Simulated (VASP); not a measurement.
# MgO (Fm-3m) in VASP: single point with LDA

Aim: the single point of MgO with LDA.

Program: VASP 6.6.1. These are calculated values, not measurements. Logs are shortened: lines on timing, memory, paths and dates and some standing lists are left out, and cuts for length are marked.

### 1 The cell of the first run

The structure is cubic, space group Fm-3m (No. 225). The conventional cell has a = 4.270 Å, b = 4.270 Å, c = 4.270 Å, α = 90.00°, β = 90.00°, γ = 90.00°. Within 2.8 Å of Mg (site symmetry m-3m) lie 6 O at 2.14 Å. O (site symmetry m-3m) has 6 Mg at 2.14 Å within 2.8 Å.

### 2 Single point, LDA

Contents of INCAR:

```
PREC     = Accurate       # precision mode
ENCUT    = 520            # plane-wave cutoff, eV
EDIFF    = 1E-6           # SCF threshold, eV
ISMEAR   = 0              # smearing method
SIGMA    = 0.05           # smearing width, eV
LREAL    = False          # projectors in reciprocal space
LASPH    = True           # aspherical terms in the spheres
NELM     = 100            # most SCF steps
ALGO     = Normal         # electronic algorithm
ISIF     = 2              # what is computed and relaxed
LWAVE    = False          # write WAVECAR
LCHARG   = False          # write CHGCAR
GGA      = CA             # functional
NBANDS   = 36             # bands
```

Contents of KPOINTS:

```
Automatic mesh
0
Gamma
  9 9 2
```

Contents of POSCAR:

```
MgO
1.0
    2.1351500000     -2.1351500000      0.0000000000
    2.1351500000      0.0000000000     -2.1351500000
    8.5406000000      8.5406000000      8.5406000000
Mg O
6 6
Direct
    0.6666666667      0.6666666667      0.1666666667
    0.0000000000      0.0000000000      0.0000000000
    0.3333333333      0.3333333333      0.3333333333
    0.6666666667      0.6666666667      0.6666666667
    0.0000000000      0.0000000000      0.5000000000
    0.3333333333      0.3333333333      0.8333333333
    0.6666666667      0.6666666667      0.4166666667
    0.0000000000      0.0000000000      0.2500000000
    0.3333333333      0.3333333333      0.5833333333
    0.6666666667      0.6666666667      0.9166666667
    1.0000000000      1.0000000000      0.7500000000
    0.3333333333      0.3333333333      0.0833333333
```

Potentials or basis: VASP PAW LDA potentials, release 64 (Mg, O).

Run with:

```bash
$ cat potpaw_LDA.64/Mg/POTCAR potpaw_LDA.64/O/POTCAR > POTCAR
$ mpirun -np 1 vasp_std > vasp.out
```

OUTCAR:

```text
PREC = Accurate
   ENCUT = 520
   EDIFF = 1E-6
   ISMEAR = 0
   LREAL = False
   LASPH = True
   NELM = 100
   ISIF = 2
   GGA = CA

 ion  position               nearest neighbor table
   1  0.667  0.667  0.167-   8 2.14   8 2.14   8 2.14  12 2.14  12 2.14  12 2.14   3 3.02   3 3.02
                             3 3.02   2 3.02   2 3.02   2 3.02
   2  0.000  0.000  0.000-  10 2.14  12 2.14  10 2.14  10 2.14  12 2.14  12 2.14   1 3.02   6 3.02
                             6 3.02   1 3.02   6 3.02   1 3.02
   3  0.333  0.333  0.333-   8 2.14   8 2.14   8 2.14   7 2.14   7 2.14   7 2.14   1 3.02   1 3.02
                             1 3.02   5 3.02   5 3.02   5 3.02
   4  0.667  0.667  0.667-  11 2.14  11 2.14  11 2.14   9 2.14   9 2.14   9 2.14   6 3.02   6 3.02
                             6 3.02   5 3.02   5 3.02   5 3.02
   5  0.000  0.000  0.500-   7 2.14   9 2.14   7 2.14   7 2.14   9 2.14   9 2.14   3 3.02   4 3.02
                             3 3.02   4 3.02   3 3.02   4 3.02
   6  0.333  0.333  0.833-  11 2.14  11 2.14  11 2.14  10 2.14  10 2.14  10 2.14   4 3.02   4 3.02
                             4 3.02   2 3.02   2 3.02   2 3.02
   7  0.667  0.667  0.417-   5 2.14   5 2.14   5 2.14   3 2.14   3 2.14   3 2.14
   8  0.000  0.000  0.250-   1 2.14   3 2.14   1 2.14   1 2.14   3 2.14   3 2.14
   9  0.333  0.333  0.583-   5 2.14   5 2.14   5 2.14   4 2.14   4 2.14   4 2.14
  10  0.667  0.667  0.917-   2 2.14   2 2.14   2 2.14   6 2.14   6 2.14   6 2.14
  11  0.000  0.000  0.750-   4 2.14   6 2.14   4 2.14   4 2.14   6 2.14   6 2.14
  12  0.333  0.333  0.083-   2 2.14   2 2.14   2 2.14   1 2.14   1 2.14   1 2.14

  LATTYP: Found a hexagonal cell.
 ALAT       =     3.0195580877
 C/A-ratio  =     4.8989794856

  Lattice vectors:

 A1 = (  -2.1351500000,   0.0000000000,   2.1351500000)
 A2 = (   2.1351500000,  -2.1351500000,   0.0000000000)
 A3 = (   8.5406000000,   8.5406000000,   8.5406000000)

Analysis of symmetry for initial positions (statically):
=====================================================================
 Subroutine PRICEL returns following result:

  LATTYP: Found a face centered cubic cell.
 ALAT       =     4.2703000006

  Lattice vectors:

 A1 = (  -2.1351500004,  -2.1351500002,  -0.0000000002)
 A2 = (  -0.0000000013,  -2.1351500006,   2.1351499994)
 A3 = (  -2.1351500000,   0.0000000000,   2.1351500000)

   6 primitive cells build up your supercell.

 Routine SETGRP: Setting up the symmetry group for a
 hexagonal supercell.

 Subroutine GETGRP returns: Found 12 space group operations
 (whereof 12 operations were pure point group operations)
 out of a pool of 24 trial point group operations.

The static configuration has the point symmetry D_3d.

Analysis of symmetry for dynamics (positions and initial velocities):
=====================================================================
 Subroutine PRICEL returns following result:

  LATTYP: Found a face centered cubic cell.
 ALAT       =     4.2703000006

  Lattice vectors:

 A1 = (  -2.1351500004,  -2.1351500002,  -0.0000000002)
 A2 = (  -0.0000000013,  -2.1351500006,   2.1351499994)
 A3 = (  -2.1351500000,   0.0000000000,   2.1351500000)

   6 primitive cells build up your supercell.

 Routine SETGRP: Setting up the symmetry group for a
 hexagonal supercell.

 Subroutine GETGRP returns: Found 12 space group operations
 (whereof 12 operations were pure point group operations)
 out of a pool of 24 trial point group operations.

The dynamic configuration has the point symmetry D_3d.

 Subroutine INISYM returns: Found 12 space group operations
 (whereof 12 operations are pure point group operations),
 and found     6 'primitive' translations

----------------------------------------------------------------------------------------

                                     Primitive cell

  volume of cell :      19.4677

  direct lattice vectors                    reciprocal lattice vectors
    -2.135150000 -2.135150000 -0.000000000    -0.234175585 -0.234175585 -0.234175585
    -0.000000001 -2.135150001  2.135149999     0.234175585 -0.234175585  0.234175585
    -2.135150000  0.000000000  2.135150000    -0.234175585  0.234175585  0.234175585

  length of vectors
     3.019558088  3.019558088  3.019558088     0.405604011  0.405604011  0.405604011

  position of ions in fractional coordinates (direct lattice)
     0.999999999  0.000000000  0.000000000
     0.499999999  0.500000000  0.500000000

  ion indices of the primitive-cell ions
   primitive index   ion index
                 1           1
                 2           7

----------------------------------------------------------------------------------------

 KPOINTS: Automatic mesh

Automatic generation of k-mesh.
 Grid dimensions read from file:
 generate k-points for:    9    9    2

 Generating k-lattice:

  Cartesian coordinates                     Fractional coordinates (reciprocal lattice)
     0.017346340 -0.034692679  0.017346340     0.111111111  0.000000000  0.000000000
     0.017346340  0.017346340 -0.034692679     0.000000000  0.111111111  0.000000000
     0.019514632  0.019514632  0.019514632     0.000000000  0.000000000  0.500000000

  Length of vectors
     0.042489681  0.042489681  0.033800334

  Shift w.r.t. Gamma in fractional coordinates (k-lattice)
     0.000000000  0.000000000  0.000000000

 Subroutine IBZKPT returns following result:
 ===========================================

 Found     24 irreducible k-points:

 Following reciprocal coordinates:
            Coordinates               Weight
  0.000000  0.000000  0.000000      1.000000
  0.111111  0.000000  0.000000      6.000000
  0.222222  0.000000  0.000000      6.000000
  0.333333  0.000000  0.000000      6.000000
  0.444444  0.000000  0.000000      6.000000
  0.222222  0.111111  0.000000      6.000000
[... 16 lines left out ...]
 -0.444444  0.222222  0.500000     12.000000
 -0.333333  0.333333  0.500000      2.000000
   k-points           NKPTS =     24   k-points in BZ     NKDIM =     24   number of bands    NBANDS=     36
   number of dos      NEDOS =    301   number of ions     NIONS =     12
   total plane-waves  NPLWV =  64512
   dimension x,y,z NGX =    24 NGY =   24 NGZ =  112
   dimension x,y,z NGXF=    48 NGYF=   48 NGZF=  224
   ions per type =               6   6
   NGX,Y,Z   is equivalent  to a cutoff of  13.21, 13.21, 12.59 a.u.
   NGXF,Y,Z  is equivalent  to a cutoff of  26.43, 26.43, 25.17 a.u.
 SYSTEM =  unknown system
   PREC   = accura    normal or accurate (medium, high low for compatibility)
   ISTART =      0    job   : 0-new  1-cont  2-samecut
   ICHARG =      2    charge: 1-file 2-atom 10-const
   ISPIN  =      1    spin polarized calculation?
   LNONCOLLINEAR =      F non collinear calculations
   LSORBIT =      F    spin-orbit coupling
   LASPH  =      T    aspherical Exc in radial PAW
   ENCUT  =  520.0 eV  38.22 Ry    6.18 a.u.   5.61  5.61 27.50*2*pi/ulx,y,z
   NELM   =    100;   NELMIN=  2; NELMDL= -5     # of ELM steps
   EDIFF  = 0.1E-05   stopping-criterion for ELM
   LREAL  =      F    real-space projection
   EDIFFG = 0.1E-04   stopping-criterion for IOM
   NSW    =      0    number of steps for IOM
   IBRION =     -1    ionic relax: 0-MD 1-quasi-New 2-CG
   NFREE  =      0    steps in history (QN), initial steepest desc. (CG)
   ISIF   =      2    stress and relaxation
   ISYM   =      2    0-nonsym 1-usesym 2-fastsym
   POTIM  = 0.5000    time-step for ionic-motion
   TEBEG  =    0.0;   TEEND  =   0.0 temperature during run
   PSTRESS=    0.0 pullay stress
   NELECT =      48.0000    total number of electrons
   NUPDOWN=      -1.0000    fix difference up-down
   EMIN   =  10.00;   EMAX   =-10.00  energy-range for DOS
   EFERMI =   0.00;   METHOD = LEGACY
   ISMEAR =     0;   SIGMA  =   0.05  broadening in eV -4-tet -1-fermi 0-gaus
   EFERMI_NEDOS =   21; number of points for ismear=-14 and -15
   IALGO  =     38    algorithm
   IMIX   =      4    mixing-type and parameters
     AMIX     =   0.40;   BMIX     =  1.00
     AMIX_MAG =   1.60;   BMIX_MAG =  1.00
  volume/ion in A,a.u.               =       9.73        65.69
  Fermi-wavevector in a.u.,A,eV,Ry     =   1.217119  2.300022 20.155386  1.481379
  Thomas-Fermi vector in A             =   2.352450
   LORBIT       =      0    0 simple, 1 ext, 2 COOP (PROOUT), +10 PAW based schemes
   GGA     = CA    functional components
   LHFCALC =     F    Hartree Fock is set to
   AEXX    =    0.0000 exact exchange contribution
   IVDW    =     0    specifies the selected vdW correction
   LEPSILON=     F    determine dielectric tensor
   LRPA    =     F    only Hartree local field effects (RPA)
 non-spin polarized calculation
 Gauss-broadening in eV      SIGMA  =   0.05
  energy-cutoff  :      520.00
  volume of cell :      116.81
 maximum number of plane-waves:      3199
   NGX = 11   NGY = 11   NGZ = 55

 number of electron      48.0000023 magnetization

 Free energy of the ion-electron system (eV)
  ---------------------------------------------------
  ext. energy  EPLUGINS =         0.00000000
  ---------------------------------------------------
  free energy    TOTEN  =       -80.24328893 eV

  energy without entropy =      -80.24328893  energy(sigma->0) =      -80.24328893

 E-fermi :   2.7856     XC(G=0): -11.3945

 val. band max:        2.5748961274   @ k =   0.0000   0.0000   0.0000
 cond. band min:       6.8404385554   @ k =   0.0000   0.0000   0.0000
 fundamental gap:      4.2655424279
 Fermi energy:         2.7856214323

 k-point     1 :       0.0000    0.0000    0.0000
  band No.  band energies     occupation
      1     -14.2167      2.00000
      2     -13.9421      2.00000
      3     -13.9421      2.00000
      4     -13.3242      2.00000
      5     -13.3242      2.00000
      6     -12.9695      2.00000
[... 28 lines left out ...]
     35      15.5902      0.00000
     36      17.8757      0.00000

 k-point     2 :       0.1111    0.0000    0.0000
  band No.  band energies     occupation
      1     -14.1043      2.00000
      2     -13.8423      2.00000
      3     -13.8422      2.00000
      4     -13.2573      2.00000
      5     -13.2571      2.00000
      6     -12.9245      2.00000
[... 28 lines left out ...]
     35      15.1422      0.00000
     36      16.5687      0.00000

 k-point     3 :       0.2222    0.0000    0.0000
  band No.  band energies     occupation
      1     -13.7977      2.00000
      2     -13.5752      2.00000
      3     -13.5722      2.00000
      4     -13.0874      2.00000
      5     -13.0826      2.00000
      6     -12.8153      2.00000
[... 28 lines left out ...]
     35      14.4640      0.00000
     36      14.9554      0.00000
[... 742 lines left out ...]
 k-point    23 :      -0.4444    0.2222    0.5000
  band No.  band energies     occupation
      1     -12.9040      2.00000
      2     -12.8739      2.00000
      3     -12.8249      2.00000
      4     -12.7591      2.00000
      5     -12.7159      2.00000
      6     -12.6800      2.00000
[... 28 lines left out ...]
     35      14.1158      0.00000
     36      14.1354      0.00000

 k-point    24 :      -0.3333    0.3333    0.5000
  band No.  band energies     occupation
      1     -12.7428      2.00000
      2     -12.7428      2.00000
      3     -12.7428      2.00000
      4     -12.7428      2.00000
      5     -12.7428      2.00000
      6     -12.7428      2.00000
[... 28 lines left out ...]
     35      14.0796      0.00000
     36      14.0796      0.00000

------------------------ aborting loop because EDIFF is reached ----------------------------------------

  FORCE on cell =-STRESS in cart. coord.  units (eV):
  Direction    XX          YY          ZZ          XY          YZ          ZX
  --------------------------------------------------------------------------------------
  -------------------------------------------------------------------------------------
  Total       -9.6551125     -9.6551125     -9.6551125      0.0001417      0.0001417      0.0001417
  in kB     -132.4346121   -132.4346121   -132.4346121      0.0019434      0.0019434      0.0019434
  external PRESSURE =    -132.4346121 kB  Pullay stress =       0.0000000 kB

 VOLUME and BASIS-vectors are now :
 -----------------------------------------------------------------------------
  energy-cutoff  :      520.00
  volume of cell :      116.81
      direct lattice vectors                 reciprocal lattice vectors
     2.135150000 -2.135150000  0.000000000     0.156117057 -0.312234113  0.156117057
     2.135150000  0.000000000 -2.135150000     0.156117057  0.156117057 -0.312234113
     8.540600000  8.540600000  8.540600000     0.039029264  0.039029264  0.039029264

 POSITION                                       TOTAL-FORCE (eV/Angst)
 -----------------------------------------------------------------------------------
      4.27030      0.00000      0.00000        -0.000000      0.000000      0.000000
      0.00000      0.00000      0.00000        -0.000000     -0.000000      0.000000
      4.27030      2.13515      2.13515         0.000000     -0.000000     -0.000000
      8.54060      4.27030      4.27030        -0.000000     -0.000000     -0.000000
      4.27030      4.27030      4.27030        -0.000000     -0.000000      0.000000
      8.54060      6.40545      6.40545         0.000000     -0.000000     -0.000000
      6.40545      2.13515      2.13515         0.000000      0.000000      0.000000
      2.13515      2.13515      2.13515         0.000000      0.000000      0.000000
      6.40545      4.27030      4.27030        -0.000000     -0.000000     -0.000000
     10.67575      6.40545      6.40545         0.000000     -0.000000     -0.000000
      6.40545      6.40545      6.40545         0.000000      0.000000      0.000000
      2.13515     -0.00000     -0.00000        -0.000000     -0.000000     -0.000000
 -----------------------------------------------------------------------------------
    total drift:                                0.000000      0.000000     -0.000000

  FREE ENERGIE OF THE ION-ELECTRON SYSTEM (eV)
  ---------------------------------------------------
  free  energy   TOTEN  =       -80.2432889256 eV

  energy  without entropy=      -80.2432889256  energy(sigma->0) =      -80.24328893
```

It took 2.9 min on 1 thread of Intel Xeon 8259CL, shared host; peak memory 0.24 GiB.

Results:

```yaml
Free_energy: -80.2433 eV
Pressure: -13.2 GPa
Band_gap_on_the_k_mesh: 4.27 eV
```

Caveat: the cell stands under tension. A k mesh can miss the band edges.
